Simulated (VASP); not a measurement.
## Al2Cu: single point with LDA

Crystal: Al2Cu.

```
Al Cu
1.0
    -1.95786    1.95786    2.96751
     1.95786   -1.95786    2.96751
     1.95786    1.95786   -2.96751
Al Cu
2 1
Direct
  0.75000 0.25000 0.50000
  0.25000 0.75000 0.50000
  0.50000 0.50000 0.00000
```

This cell differs from its parent crystal: strain +e along x and -e along y +0.0000, strain +e along z and -e/2 along x and y +0.0467.

```json
{
 "Program": "VASP 6.6.1",
 "Task": "single point",
 "Functional": "LDA",
 "Potentials or basis": "VASP PAW LDA potentials, release 64 (Al, Cu)",
 "Cutoff": "520 eV",
 "k mesh": "14 × 14 × 14",
 "Occupations": "gaussian, width 0.15 eV",
 "Spin": "no spin polarisation"
}
```

```json
{"Pressure": "0.8 GPa", "Band gap on the k mesh": "zero (an odd number of electrons rules out a gap without spin polarisation)"}
```

Stress tensor (GPa, compression positive):
```
 3.01  0.00  0.00
 0.00  3.01  0.00
 0.00  0.00 -3.74
```

Levels at points of the mesh, in eV from the Fermi level:
| k point | band 5 | band 6 | band 7 | band 8 | band 9 | band 10 | band 11 | band 12 | band 13 | band 14 |
| --- | --- | --- | --- | --- | --- | --- | --- | --- | --- | --- |
| (0.00, 0.00, 0.00) | -4.28 | -4.16 | 2.55 | 2.80 | 2.80 | 3.12 | 3.12 | 3.58 | 4.55 | 5.73 |
| (0.50, 0.00, 0.00) | -4.24 | -4.16 | -4.09 | 0.26 | 0.94 | 2.56 | 3.21 | 4.28 | 4.58 | 9.57 |
| (0.50, 0.50, 0.00) | -4.21 | -4.09 | -3.80 | -2.43 | -1.93 | 0.18 | 1.40 | 9.04 | 9.72 | 10.05 |
| (0.50, 0.50, 0.50) | -4.33 | -4.05 | -4.03 | -1.72 | -1.72 | 1.03 | 1.80 | 9.14 | 11.22 | 11.22 |

It took 120 s on 1 thread of Intel(R) Xeon(R) 6975P-C (Granite Rapids), on a shared host, peak memory 0.28 GiB.

Caveat: the cell differs from its parent crystal (strain +e along x and -e along y +0.0000, strain +e along z and -e/2 along x and y +0.0467); the stress differs along the axes, from -4 to 3 GPa.
